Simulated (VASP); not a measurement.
Set up this calculation in VASP 6.6.1, as the native input.

```
Task                   : single point
Functional             : PBEsol
Dispersion             : D3(BJ)
Potentials or basis    : VASP PAW PBE potentials, release 64 (C)
Cutoff                 : 520 eV
k mesh                 : 18 × 18 × 6
Occupations            : gaussian, width 0.15 eV
Spin                   : no spin polarisation
Dipole correction      : no
Further INCAR settings : ALGO = Normal; EDIFF = 1e-06; NBANDS = 16
```

The structure of C lies in POSCAR:

```
C
1.0
    2.4580081303     -0.2765259146      0.0000000000
   -1.4684825321      2.2669604409      0.0000000000
    0.0000000000      0.0000000000      7.0406607111
C
4
Direct
    0.0000000000      0.0000000000      0.0025000000
    0.0000000000      0.0000000000      0.5025000000
    0.3333333333      0.6666666667      0.0025000000
    0.6666666667      0.3333333333      0.5025000000
```

This cell differs from its parent crystal: engineering shear strain xy -0.2250, normal strain along z +0.0700.

The input as run:

INCAR

```
ALGO = Normal ; EDIFF = 1E-6
ENCUT = 520 ; GGA = PS
ISIF = 2 ; ISMEAR = 0
IVDW = 12 ; LASPH = T
LCHARG = T ; LELF = T
LREAL = F ; LVHAR = T
LWAVE = F ; NBANDS = 16
NELM = 60 ; PREC = Accurate
SIGMA = 0.15
```

KPOINTS

```
k-points
0
Gamma
  18 18 6
```

Potentials or basis: VASP PAW PBE potentials, release 64 (C).

Command:

```console
$ cat potpaw_PBE.64/C/POTCAR > POTCAR
$ mpirun -np 1 vasp_std > vasp.out
```

It gave:

- Pressure: 19.5 GPa
- Largest force: 3.740 eV/Å
- Band gap on the k mesh: 0.44 eV, indirect (least direct gap 0.55 eV)
- Dispersion energy per atom: -0.096 eV

Caveat: the cell differs from its parent crystal (engineering shear strain xy -0.2250, normal strain along z +0.0700); the PAW data sets were made with another functional, which shifts forces and pressure a little.

Run time: 8.4 min on 1 thread of AMD EPYC 7R43 64-Core Processor (Zen 3), on a shared host, peak memory 0.33 GiB.
